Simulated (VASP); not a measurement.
Runs of VASP 6.6.1 on Fe. It takes space group Fm-3m (No. 225, cubic). Conventional cell: a = 3.583 Å, b = 3.583 Å, c = 3.583 Å, α = 90.00°, β = 90.00°, γ = 90.00°. Fe (site symmetry m-3m) has 12 Fe at 2.53 Å within 3.3 Å. 

```csv
spin,gap on the mesh (eV),pressure (GPa),moment (μB)
"collinear, antiferromagnetic start",none,-21.3,0.00
collinear,none,-25.6,1.81
"collinear, ferromagnetic start",none,-6.8,(b)
"collinear, zero start",none,(a),0.00
```

Alike in all rows: task single point; level PBEsol; potentials or basis VASP PAW PBE potentials, release 64 (Fe); cell as given; k mesh 6 × 12 × 12; cutoff (eV) 520; smearing fermi-dirac 0.1 eV.

Task: Fill in the values left out.

Result: (a) -33.8; (b) 4.53.

Caveats: the PAW data sets were made with another functional, which shifts forces and pressure a little.

A gap of «none» marks levels without a gap at the run's occupations.
